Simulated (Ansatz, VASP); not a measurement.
## TaN: VASP beside Ansatz

Contents of INCAR:

```
PREC     = Accurate       # precision mode
ENCUT    = 700            # plane-wave cutoff, eV
EDIFF    = 1E-6           # SCF threshold, eV
ISMEAR   = 0              # smearing method
SIGMA    = 0.05           # smearing width, eV
LREAL    = False          # projectors in reciprocal space
LASPH    = True           # aspherical terms in the spheres
NELM     = 200            # most SCF steps
ALGO     = Normal         # electronic algorithm
ISIF     = 2              # what is computed and relaxed
LWAVE    = False          # write WAVECAR
LCHARG   = True           # write CHGCAR
ISPIN    = 2              # spin polarisation
MAGMOM   = 2 2 2 0 0 0    # initial moments
LORBIT   = 11             # projections on sites
LMAXMIX  = 4              # l up to which the mixer works
LDAU     = True           # DFT+U
LDAUTYPE = 2            
LDAUL    = 2 -1           # shell
LDAUU    = 8 0            # U, eV
LDAUJ    = 0 0          
LDAUPRINT= 1            
GGA      = CA             # functional
LELF     = True           # ELF
LVHAR    = True         
NBANDS   = 40             # bands
GGA_COMPAT= False
```

The input KPOINTS:

```
Automatic mesh
0
Gamma
  4 4 6
```

Contents of POSCAR:

```
TaN
1.0
    5.1960001500      0.0000000000      0.0000000000
   -2.5980000800      4.4998681300      0.0000000000
    0.0000000000      0.0000000000      2.9109996000
Ta N
3 3
Direct
    0.3333333333      0.6666666667      0.5000000000
    0.6666666667      0.3333333333      0.5000000000
    0.0000000000      0.0000000000      0.0000000000
    0.3928500000      0.0000000000      0.0000000000
    0.6071500000      0.6071500000      0.0000000000
    0.0000000000      0.3928500000      0.0000000000
```

Input for Ansatz:

```yaml
crystal:
  lattice:
    - [5.19600015, 0.0, 0.0]
    - [-2.59800008, 4.49986813, 0.0]
    - [0.0, 0.0, 2.9109996]
  atoms:
    - { symbol: Ta, position: [0.3333333333, 0.6666666667, 0.5], spin: 2.0 }
    - { symbol: Ta, position: [0.6666666667, 0.3333333333, 0.5], spin: 2.0 }
    - { symbol: Ta, position: [0.0, 0.0, 0.0], spin: 2.0 }
    - { symbol: "N", position: [0.39285, 0.0, 0.0] }
    - { symbol: "N", position: [0.60715, 0.60715, 0.0] }
    - { symbol: "N", position: [0.0, 0.39285, 0.0] }
basis:
  ecutwfc: 420
  ecutrho_ratio: 4
kpoints:
  mp_grid: { grid: [4, 4, 6] }
hamiltonian:
  xc: lda
  hubbard:
    sites:
      - { site: 0, l: d, u_eff: 8.0 }
      - { site: 1, l: d, u_eff: 8.0 }
      - { site: 2, l: d, u_eff: 8.0 }
scf:
  occupations: { method: gaussian, width: 0.05 }
  lower_state_search: "off"
  max_iter: 150
output:
  forces: true
  stress: true
  eigenvalues: true
  populations: true
  hubbard: { sites: [{ site: 0, l: d }, { site: 1, l: d }, { site: 2, l: d }] }
magnetization:
  spin_polarized: true
```

Alike in both runs: task single point; functional LDA; k mesh 4 × 4 × 6; occupations gaussian, width 0.05 eV; collinear spin; Hubbard terms Ta d U = 8.0 eV.

```csv
,VASP,Ansatz
version,VASP 6.6.1,Ansatz 0.2.0
potentials or method,"VASP PAW LDA potentials, release 64 (Ta_sv_GW, N), cutoff 700 eV","scalar-relativistic, plane waves, PAW"
valence electrons in the cell,54,54
```

Ansatz gave:

```
gap on the k mesh at the Fermi level (eV)                     : none
pressure (GPa)                                                : -1.2
traceless stress, the component that is largest in VASP (GPa) : -0.57
rms of the force components (eV/Å)                            : 0.085
net moment per atom (μB)                                      : 0.01
size of the moment on the site where the two differ most (μB) : 0.06
```

Estimate VASP's values.

gap on the k mesh at the Fermi level (eV): none; pressure (GPa): 17.1; traceless stress, the component that is largest in VASP (GPa): 2.07; rms of the force components (eV/Å): 0.200; net moment per atom (μB): 0.00; size of the moment on the site where the two differ most (μB): 0.00.

LDA's correlation is that of Perdew and Zunger in VASP and of Perdew and Wang (1992) in Ansatz. Site moments also hang on the region over which each program counts them. The programs project onto different local orbitals, so the same U acts differently, and such runs can settle in different states. Atom by atom the forces differ by 0.285 eV/Å (rms over components). A gap of «none» marks a metal or a gap that the smearing closes. Ansatz's warnings: filled band counts differ across k points, seeded moment not kept.

Neither program's run includes spin-orbit coupling.
